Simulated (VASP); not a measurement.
# GdO (Pm-3m) in VASP: a series of runs

Aim: see how the results for GdO move with the level of theory and the settings. Levels: PBE, revPBE, LDA, r2SCAN. Tasks: single point.

Program: VASP 6.6.1. These are calculated values, not measurements. Logs are shortened: lines on timing, memory, paths and dates and some standing lists are left out, and cuts for length are marked.

## Step 1: The cell of the first run

Symmetry: Pm-3m, No. 221, cubic system. The conventional cell has a = 2.783 Å, b = 2.783 Å, c = 2.783 Å, α = 90.00°, β = 90.00°, γ = 90.00°. Within 3.2 Å of Gd (site symmetry m-3m) lie 8 O at 2.41 Å and 6 Gd at 2.78 Å. Within 3.2 Å of O (site symmetry m-3m) lie 8 Gd at 2.41 Å and 6 O at 2.78 Å.

## Step 2: Single point, PBE, collinear spin, ferromagnetic start

INCAR reads:

```
SYSTEM = GdO
  PREC = Accurate
  ENCUT = 520
  EDIFF = 1E-7
  ISMEAR = 0
  SIGMA = 0.05
  LREAL = .False.
  LASPH = .True.
  NELM = 150
  ALGO = Normal
  ISIF = 2
  LWAVE = .False.
  LCHARG = .False.
  ISPIN = 2
  MAGMOM = 7 0
  LORBIT = 11
  LMAXMIX = 6
  GGA = PE
  NBANDS = 23
```

KPOINTS reads:

```
regular mesh
0
Gamma
  8 8 8
  0 0 0
```

POSCAR reads:

```
GdO
1.0
    2.7833802444      0.0000000000      0.0000000000
    0.0000000000      2.7833802444      0.0000000000
    0.0000000000      0.0000000000      2.7833802444
Gd O
1 1
Direct
    0.0000000000      0.0000000000      0.0000000000
    0.5000000000      0.5000000000      0.5000000000
```

Potentials or basis: VASP PAW PBE potentials, release 64 (Gd, O).

Run with:

```console
$ cat potpaw_PBE.64/Gd/POTCAR potpaw_PBE.64/O/POTCAR > POTCAR
$ mpirun -np 1 vasp_std > vasp.out
```

OUTCAR:

```text
SYSTEM = GdO
   PREC = Accurate
   ENCUT = 520
   EDIFF = 1E-7
   ISMEAR = 0
   LREAL = .False.
   LASPH = .True.
   NELM = 150
   ISIF = 2
   ISPIN = 2
   LORBIT = 11
   GGA = PE

 ion  position               nearest neighbor table
   1  0.000  0.000  0.000-   2 2.41   2 2.41   2 2.41   2 2.41   2 2.41   2 2.41   2 2.41   2 2.41

   2  0.500  0.500  0.500-   1 2.41   1 2.41   1 2.41   1 2.41   1 2.41   1 2.41   1 2.41   1 2.41

  LATTYP: Found a simple cubic cell.
 ALAT       =     2.7833802444

  Lattice vectors:

 A1 = (   2.7833802444,   0.0000000000,   0.0000000000)
 A2 = (   0.0000000000,   2.7833802444,   0.0000000000)
 A3 = (   0.0000000000,   0.0000000000,   2.7833802444)

Analysis of symmetry for initial positions (statically):
=====================================================================
 Subroutine PRICEL returns:
 Original cell was already a primitive cell.

 Routine SETGRP: Setting up the symmetry group for a
 simple cubic supercell.

 Subroutine GETGRP returns: Found 48 space group operations
 (whereof 48 operations were pure point group operations)
 out of a pool of 48 trial point group operations.

The static configuration has the point symmetry O_h .

Analysis of symmetry for dynamics (positions and initial velocities):
=====================================================================
 Subroutine PRICEL returns:
 Original cell was already a primitive cell.

 Routine SETGRP: Setting up the symmetry group for a
 simple cubic supercell.

 Subroutine GETGRP returns: Found 48 space group operations
 (whereof 48 operations were pure point group operations)
 out of a pool of 48 trial point group operations.

The dynamic configuration has the point symmetry O_h .

Analysis of structural, dynamic, and magnetic symmetry:
=====================================================================
 Subroutine PRICEL returns:
 Original cell was already a primitive cell.

 Routine SETGRP: Setting up the symmetry group for a
 simple cubic supercell.

 Subroutine GETGRP returns: Found 48 space group operations
 (whereof 48 operations were pure point group operations)
 out of a pool of 48 trial point group operations.

The overall configuration has the point symmetry O_h .

 Subroutine INISYM returns: Found 48 space group operations
 (whereof 48 operations are pure point group operations),
 and found     1 'primitive' translations

----------------------------------------------------------------------------------------

                                     Primitive cell

  volume of cell :      21.5634

  direct lattice vectors                    reciprocal lattice vectors
     2.783380244  0.000000000  0.000000000     0.359275382  0.000000000  0.000000000
     0.000000000  2.783380244  0.000000000     0.000000000  0.359275382  0.000000000
     0.000000000  0.000000000  2.783380244     0.000000000  0.000000000  0.359275382

  length of vectors
     2.783380244  2.783380244  2.783380244     0.359275382  0.359275382  0.359275382

  position of ions in fractional coordinates (direct lattice)
     0.000000000  0.000000000  0.000000000
     0.500000000  0.500000000  0.500000000

  ion indices of the primitive-cell ions
   primitive index   ion index
                 1           1
                 2           2

----------------------------------------------------------------------------------------

 KPOINTS: regular mesh

Automatic generation of k-mesh.
 Grid dimensions read from file:
 generate k-points for:    8    8    8

 Generating k-lattice:

  Cartesian coordinates                     Fractional coordinates (reciprocal lattice)
     0.044909423  0.000000000  0.000000000     0.125000000  0.000000000  0.000000000
     0.000000000  0.044909423  0.000000000     0.000000000  0.125000000  0.000000000
     0.000000000  0.000000000  0.044909423     0.000000000  0.000000000  0.125000000

  Length of vectors
     0.044909423  0.044909423  0.044909423

  Shift w.r.t. Gamma in fractional coordinates (k-lattice)
     0.000000000  0.000000000  0.000000000

[... 42 lines left out ...]
   LEPSILON=     F    determine dielectric tensor
   LRPA    =     F    only Hartree local field effects (RPA)
 spin polarized calculation
 Gauss-broadening in eV      SIGMA  =   0.05
  energy-cutoff  :      520.00
  volume of cell :       21.56
 maximum number of plane-waves:       624
 NGX is ok and might be reduce to    24
   NGX = 11   NGY = 11   NGZ = 11

 number of electron      24.0000003 magnetization       7.0313062

 Free energy of the ion-electron system (eV)
  ---------------------------------------------------
  ext. energy  EPLUGINS =         0.00000000
  ---------------------------------------------------
  free energy    TOTEN  =       -20.22293482 eV

  energy without entropy =      -20.22107828  energy(sigma->0) =      -20.22200655

 E-fermi :   8.8282     XC(G=0): -13.7197

 val. band max:        8.8193322838   @ k =   0.5000   0.1250   0.1250
 cond. band min:       8.8646704857   @ k =   0.5000   0.1250   0.0000
 fundamental gap:      0.0453382019
 Fermi energy:         8.8281520274

 spin component 1

 k-point     1 :       0.0000    0.0000    0.0000
  band No.  band energies     occupation
      1     -37.1332      1.00000
      2     -13.1169      1.00000
      3     -13.1169      1.00000
      4     -13.1169      1.00000
      5     -12.5347      1.00000
      6       3.3823      1.00000
[... 15 lines left out ...]
     22      27.4571      0.00000
     23      27.4571      0.00000
[... 575 lines left out ...]
      1     -36.2801      1.00000
      2     -16.1158      1.00000
      3     -15.4091      1.00000
      4     -12.8716      1.00000
      5     -11.6608      1.00000
      6       1.5824      1.00000
[... 15 lines left out ...]
     22      24.4161      0.00000
     23      26.4337      0.00000

 [... further k-points ...]

 spin component 2

 k-point     1 :       0.0000    0.0000    0.0000
  band No.  band energies     occupation
      1     -34.1738      1.00000
      2     -12.3754      1.00000
      3     -10.8659      1.00000
      4     -10.8659      1.00000
      5     -10.8659      1.00000
      6       4.1978      1.00000
[... 15 lines left out ...]
     22      27.8839      0.00000
     23      27.8839      0.00000
[... 575 lines left out ...]
      1     -33.1714      1.00000
      2     -14.4368      1.00000
      3     -13.4211      1.00000
      4     -11.3295      1.00000
      5     -10.5384      1.00000
      6       2.0135      1.00000
[... 15 lines left out ...]
     22      25.9586      0.00000
     23      27.4586      0.00000

 [... further k-points ...]
[... 5 lines left out ...]
  --------------------------------------------------------------------------------------
  -------------------------------------------------------------------------------------
  Total        7.4721890      7.4721890      7.4721890      0.0000000      0.0000000      0.0000000
  in kB      555.1889461    555.1889461    555.1889461      0.0000000      0.0000000      0.0000000
  external PRESSURE =     555.1889461 kB  Pullay stress =       0.0000000 kB

 VOLUME and BASIS-vectors are now :
 -----------------------------------------------------------------------------
  energy-cutoff  :      520.00
  volume of cell :       21.56
      direct lattice vectors                 reciprocal lattice vectors
     2.783380244  0.000000000  0.000000000     0.359275382  0.000000000  0.000000000
     0.000000000  2.783380244  0.000000000     0.000000000  0.359275382  0.000000000
     0.000000000  0.000000000  2.783380244     0.000000000  0.000000000  0.359275382

 POSITION                                       TOTAL-FORCE (eV/Angst)
 -----------------------------------------------------------------------------------
      0.00000      0.00000      0.00000         0.000000      0.000000      0.000000
      1.39169      1.39169      1.39169         0.000000      0.000000      0.000000
 -----------------------------------------------------------------------------------
    total drift:                                0.000000      0.000000     -0.000000

  FREE ENERGIE OF THE ION-ELECTRON SYSTEM (eV)
  ---------------------------------------------------
  free  energy   TOTEN  =       -20.2229348160 eV

  energy  without entropy=      -20.2210782809  energy(sigma->0) =      -20.22200655

 total charge

# of ion       s       p       d       f       tot
--------------------------------------------------
    1        2.029   5.630   0.893   7.138  15.690
    2        1.558   3.525   0.000   0.000   5.083
--------------------------------------------------
tot          3.587   9.155   0.893   7.138  20.772

 magnetization (x)

# of ion       s       p       d       f       tot
--------------------------------------------------
    1        0.002  -0.069   0.157   6.661   6.752
    2        0.001   0.010   0.000   0.000   0.010
--------------------------------------------------
tot          0.003  -0.059   0.157   6.661   6.762
```

It took 29 s on 1 thread of Intel Xeon 6975P-C (Granite Rapids), shared host; peak memory 0.18 GiB.

Results:

- Free energy: -20.2229 eV
- Pressure: 55.5 GPa
- Net moment: 7.03 μB per cell
- Site moments: Gd +6.75; O +0.01 μB
- Valence electrons inside the program's atomic spheres: Gd 15.69; O 5.08

Levels at points of the mesh, in eV from the Fermi level:
Spin up:
```tsv
k point	band 13	band 14	band 15	band 16	band 17	band 18	band 19	band 20
(0.00, 0.00, 0.00)	-3.41	-3.41	-3.39	-3.39	-3.39	3.13	7.82	7.82
(0.50, 0.00, 0.00)	-4.44	-4.15	-4.15	-1.90	4.43	6.48	6.48	8.77
(0.50, 0.50, 0.00)	-4.08	-4.08	-3.16	-0.87	0.34	3.31	3.31	11.91
(0.50, 0.50, 0.50)	-4.29	-4.29	-4.29	5.64	5.64	5.64	12.43	12.43
```
Spin down:
```csv
k point,band 4,band 5,band 6,band 7,band 8,band 9,band 10,band 11,band 12,band 13
"(0.00, 0.00, 0.00)",-19.69,-19.69,-4.63,-4.63,-4.63,-2.42,-2.42,0.51,0.51,0.51
"(0.50, 0.00, 0.00)",-19.13,-17.84,-8.50,-5.86,-5.86,-0.74,-0.15,0.30,0.64,0.64
"(0.50, 0.50, 0.00)",-20.93,-18.73,-5.80,-5.80,-5.13,0.33,0.51,0.51,0.87,0.87
"(0.50, 0.50, 0.50)",-21.96,-20.13,-9.30,-9.30,-9.30,0.64,0.64,0.64,0.88,1.04
```

Caveat: the cell stands under pressure; spin-orbit coupling is left out, which moves the levels of the heavy elements; a cell with one magnetic atom can't hold antiferromagnetic order, which such compounds often take; semilocal functionals describe open f shells poorly, which spoils levels, moments and volumes. With open d or f shells a metallic result of PBE can be an artefact of self-interaction; +U or a hybrid may open a gap.

## Step 3: Single point, revPBE, collinear spin, ferromagnetic start

This run uses another cell than the first one, of 13.43 Å³/atom.

INCAR reads:

```
SYSTEM = GdO
PREC = Accurate
ENCUT = 520
EDIFF = 1E-6
ISMEAR = 0
SIGMA = 0.05
LREAL = .False.
LASPH = .True.
NELM = 150
ALGO = Normal
ISIF = 2
LWAVE = .False.
LCHARG = .False.
ISPIN = 2
MAGMOM = 7 0
LORBIT = 11
LMAXMIX = 6
GGA = RE
NBANDS = 23
```

KPOINTS reads:

```
Automatic mesh
0
Gamma
  12 12 12
  0 0 0
```

POSCAR reads:

```
GdO
1.0
    2.9944849749      0.0000000000      0.0000000000
    0.0000000000      2.9944849749      0.0000000000
    0.0000000000      0.0000000000      2.9944849749
Gd O
1 1
Direct
    0.0000000000      0.0000000000      0.0000000000
    0.5000000000      0.5000000000      0.5000000000
```

Potentials or basis: VASP PAW PBE potentials, release 64 (Gd, O).

Run with:

```console
$ cat potpaw_PBE.64/Gd/POTCAR potpaw_PBE.64/O/POTCAR > POTCAR
$ mpirun -np 1 vasp_std > vasp.out
```

Wall time 61 s (1 thread of Intel Xeon 6975P-C (Granite Rapids), shared host); peak memory 0.21 GiB.

The run converged. Its results:

| Quantity | Value |
| --- | --- |
| Free energy | -20.3246 eV |
| Pressure | 7.1 GPa |
| Net moment | 7.36 μB per cell |
| Site moments | Gd +6.95; O -0.02 μB |
| Valence electrons inside the program's atomic spheres | Gd 15.43; O 4.97 |

Levels at points of the mesh, in eV from the Fermi level:
Spin up:
```
           k point  band 13  band 14  band 15  band 16  band 17  band 18  band 19  band 20
(0.00, 0.00, 0.00)    -3.56    -3.56    -3.56    -2.70    -2.70     0.56     6.30     6.30
(0.50, 0.00, 0.00)    -4.86    -4.71    -4.71    -1.59     3.06     5.14     5.14     6.93
(0.50, 0.50, 0.00)    -4.46    -4.46    -3.32    -1.10     0.04     2.93     2.93     9.10
(0.50, 0.50, 0.50)    -4.78    -4.78    -4.78     4.35     4.35     4.35     9.44     9.44
```
Spin down:
| k point | band 6 | band 7 | band 8 | band 9 | band 10 | band 11 |
| --- | --- | --- | --- | --- | --- | --- |
| (0.00, 0.00, 0.00) | -4.12 | -4.12 | -4.12 | -1.25 | -1.25 | 0.32 |
| (0.50, 0.00, 0.00) | -7.26 | -4.80 | -4.80 | -0.05 | 0.05 | 0.19 |
| (0.50, 0.50, 0.00) | -5.23 | -5.23 | -4.24 | 0.29 | 0.29 | 0.50 |
| (0.50, 0.50, 0.50) | -7.40 | -7.40 | -7.40 | 0.40 | 0.40 | 0.40 |

Caveat: the cell stands under pressure; the PAW data sets were made with another functional, which shifts forces and pressure a little; spin-orbit coupling is left out, which moves the levels of the heavy elements; a cell with one magnetic atom can't hold antiferromagnetic order, which such compounds often take; semilocal functionals describe open f shells poorly, which spoils levels, moments and volumes.

## Step 4: Single point, LDA, collinear spin, ferromagnetic start

This run uses another cell than the first one, of 13.43 Å³/atom.

INCAR reads:

```
PREC     = Accurate       # precision mode
ENCUT    = 520            # plane-wave cutoff, eV
EDIFF    = 1E-7           # SCF threshold, eV
ISMEAR   = 0              # smearing method
SIGMA    = 0.05           # smearing width, eV
LREAL    = False          # projectors in reciprocal space
LASPH    = True           # aspherical terms in the spheres
NELM     = 150            # most SCF steps
ALGO     = Normal         # electronic algorithm
ISIF     = 2              # what is computed and relaxed
LWAVE    = False          # write WAVECAR
LCHARG   = True           # write CHGCAR
ISPIN    = 2              # spin polarisation
MAGMOM   = 7 0            # initial moments
LORBIT   = 11             # projections on sites
LMAXMIX  = 6              # l up to which the mixer works
GGA      = CA             # functional
LELF     = True           # ELF
LVHAR    = True         
NBANDS   = 23             # bands
```

KPOINTS reads:

```
Automatic mesh
0
Gamma
  12 12 12
  0.5 0.5 0.5
```

POSCAR is that of step 3.

Run with:

```console
$ cat potpaw_PBE.64/Gd/POTCAR potpaw_PBE.64/O/POTCAR > POTCAR
$ mpirun -np 1 vasp_std > vasp.out
```

Wall time 31 s (1 thread of Intel Xeon 6975P-C (Granite Rapids), shared host); peak memory 0.18 GiB.

It converged, with:

| Property | Result |
| --- | --- |
| Free energy | -22.3446 eV |
| Pressure | -9.0 GPa |
| Net moment | 7.07 μB per cell |
| Site moments | Gd +6.77; O -0.01 μB |
| Valence electrons inside the program's atomic spheres | Gd 15.41; O 4.92 |

Levels at points of the mesh, in eV from the Fermi level:
Spin up:
| k point | band 12 | band 13 | band 14 | band 15 | band 16 | band 17 | band 18 | band 19 |
| --- | --- | --- | --- | --- | --- | --- | --- | --- |
| (0.04, 0.04, 0.04) | -4.25 | -3.47 | -3.47 | -3.46 | -2.17 | -2.17 | 1.06 | 6.32 |
Spin down:
| k point | band 6 | band 7 | band 8 | band 9 | band 10 | band 11 |
| --- | --- | --- | --- | --- | --- | --- |
| (0.04, 0.04, 0.04) | -4.26 | -4.12 | -4.12 | -1.41 | -1.41 | 0.28 |

Caveat: the cell stands under tension; the PAW data sets were made with another functional, which shifts forces and pressure a little; spin-orbit coupling is left out, which moves the levels of the heavy elements; a cell with one magnetic atom can't hold antiferromagnetic order, which such compounds often take; semilocal functionals describe open f shells poorly, which spoils levels, moments and volumes.

## Step 5: Single point, r2SCAN, collinear spin, ferromagnetic start (12.89 Å³/atom)

This run uses another cell than the first one, of 12.89 Å³/atom.

POSCAR reads:

```
GdO
1.0
    2.9540140006      0.0000000000      0.0000000000
    0.0000000000      2.9540140006      0.0000000000
    0.0000000000      0.0000000000      2.9540140006
Gd O
1 1
Direct
    0.0000000000      0.0000000000      0.0000000000
    0.5000000000      0.5000000000      0.5000000000
```

INCAR.step1 reads:

```
SYSTEM = GdO
PREC = Accurate
ENCUT = 520
ISMEAR = 0
SIGMA = 0.05
LREAL = .FALSE.
LASPH = .TRUE.
NELM = 150
ISPIN = 2
MAGMOM = 7.84 0
LMAXMIX = 6
NBANDS = 23
GGA = PE
ALGO = Normal
EDIFF = 1E-4
LWAVE = .TRUE.
LCHARG = .FALSE.
```

INCAR.step2 reads:

```
SYSTEM = GdO
PREC = Accurate
ENCUT = 520
EDIFF = 1E-7
ISMEAR = 0
SIGMA = 0.05
LREAL = .FALSE.
LASPH = .TRUE.
NELM = 150
ALGO = Normal
ISIF = 2
LWAVE = .FALSE.
LCHARG = .FALSE.
ISPIN = 2
MAGMOM = 7.84 0
LORBIT = 11
LMAXMIX = 6
METAGGA = R2SCAN
LMIXTAU = .TRUE.
NBANDS = 23
ISTART = 1
```

KPOINTS reads:

```
regular mesh
0
G
  12 12 12
  0 0 0
```

Run with:

```console
$ cat potpaw_PBE.64/Gd/POTCAR potpaw_PBE.64/O/POTCAR > POTCAR
$ cp INCAR.step1 INCAR
$ mpirun -np 1 vasp_std > vasp.out
$ cp INCAR.step2 INCAR
$ mpirun -np 1 vasp_std > vasp.out
```

Run time: 2 min. Hardware: 1 thread of Intel Xeon 6975P-C (Granite Rapids), shared host; peak memory 0.23 GiB.

The run converged. Its results:

```
Free energy                                           : -51.9076 eV
Pressure                                              : 6.7 GPa
Net moment                                            : 7.43 μB per cell
Site moments                                          : Gd +7.00; O -0.03 μB
Valence electrons inside the program's atomic spheres : Gd 15.46; O 5.02
```

Levels at points of the mesh, in eV from the Fermi level:
Spin up:
```
           k point  band 14  band 15  band 16  band 17  band 18  band 19
(0.00, 0.00, 0.00)    -4.39    -4.39    -3.41    -3.41     0.91     6.27
(0.50, 0.00, 0.00)    -5.71    -5.71    -2.31     2.93     5.19     5.19
(0.50, 0.50, 0.00)    -5.48    -4.16    -1.60    -0.07     2.77     2.77
(0.50, 0.50, 0.50)    -6.06    -6.06     4.46     4.46     4.46     9.42
```
Spin down:
```csv
k point,band 5,band 6,band 7,band 8,band 9,band 10,band 11,band 12
"(0.00, 0.00, 0.00)",-21.19,-4.84,-4.84,-4.84,-1.65,-1.65,0.83,0.83
"(0.50, 0.00, 0.00)",-19.48,-8.06,-5.64,-5.64,-0.29,0.36,0.64,0.91
"(0.50, 0.50, 0.00)",-20.64,-5.99,-5.99,-5.03,0.42,0.76,0.76,0.93
"(0.50, 0.50, 0.50)",-20.94,-8.39,-8.39,-8.39,0.89,0.89,0.89,1.03
```

Caveat: the cell stands under pressure; the PAW data sets were made with another functional, which shifts forces and pressure a little; spin-orbit coupling is left out, which moves the levels of the heavy elements; a cell with one magnetic atom can't hold antiferromagnetic order, which such compounds often take; semilocal functionals describe open f shells poorly, which spoils levels, moments and volumes.

## Step 6: The runs side by side

| level | cell | k mesh | gap on the mesh (eV) | pressure (GPa) | moment (μB) |
| --- | --- | --- | --- | --- | --- |
| PBE | a = 2.783 Å, 2 atoms | 8 × 8 × 8 | none | 55.5 | 7.03 |
| revPBE | a = 2.994 Å, 2 atoms | 12 × 12 × 12 | none | 7.1 | 7.36 |
| LDA | a = 2.994 Å, 2 atoms | 12 × 12 × 12, shifted | none | -9.0 | 7.07 |
| r2SCAN | a = 2.954 Å, 2 atoms | 12 × 12 × 12 | none | 6.7 | 7.43 |

Alike in all rows: task single point; potentials or basis VASP PAW PBE potentials, release 64 (Gd, O); spin collinear, ferromagnetic start; cutoff (eV) 520; smearing gaussian 0.05 eV.

Caveats: spin-orbit coupling is left out, which moves the levels of the heavy elements; a cell with one magnetic atom can't hold antiferromagnetic order, which such compounds often take; semilocal functionals describe open f shells poorly, which spoils levels, moments and volumes; the cell stands under pressure (at least some runs); the PAW data sets were made with another functional, which shifts forces and pressure a little (at least some runs); the cell stands under tension (at least some runs).

Absolute energies hang on the potentials; compare differences alone.
